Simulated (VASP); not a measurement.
A run of VASP 6.6.1 is set up as follows.

Contents of INCAR:

```
SYSTEM = Al
PREC     = Accurate       ! precision mode
ENCUT    = 520            ! plane-wave cutoff, eV
EDIFF    = 1E-7           ! SCF threshold, eV
ISMEAR   = -1             ! smearing method
SIGMA    = 0.05           ! smearing width, eV
LREAL    = .FALSE.        ! projectors in reciprocal space
LASPH    = .TRUE.         ! aspherical terms in the spheres
NELM     = 60             ! most SCF steps
ALGO     = Normal         ! electronic algorithm
ISIF     = 2              ! what is computed and relaxed
LWAVE    = .FALSE.        ! write WAVECAR
LCHARG   = .FALSE.        ! write CHGCAR
GGA      = PE             ! functional
NBANDS   = 14             ! bands
```

Contents of KPOINTS:

```
regular mesh
0
G
  11 11 3
  0 0 0
```

POSCAR

```
Al
1.0
    2.8642796724      0.0000000000      0.0000000000
   -1.4321398362      2.4805389598      0.0000000000
    0.0000000000      0.0000000000      9.3068752623
Al
4
Direct
    0.6666666667      0.3333333333      0.7500000000
    0.0000000000      0.0000000000      0.5000000000
    0.3333333333      0.6666666667      0.2500000000
    0.0000000000      0.0000000000      0.0000000000
```

Potentials or basis: VASP PAW PBE potentials, release 64 (Al).

The run is started by

```console
$ cat potpaw_PBE.64/Al/POTCAR > POTCAR
$ mpirun -np 1 vasp_std > vasp.out
```

**Question.** Estimate the pressure.

**Answer.** 0.2 GPa.

**Question.** What does it give for the band gap on the k mesh?

**Answer.** Zero (bands 6 and 7 overlap by 5.85 eV).

Stress tensor (GPa, compression positive):
```
-0.36  0.00  0.00
 0.00 -0.36  0.00
 0.00  0.00  1.43
```
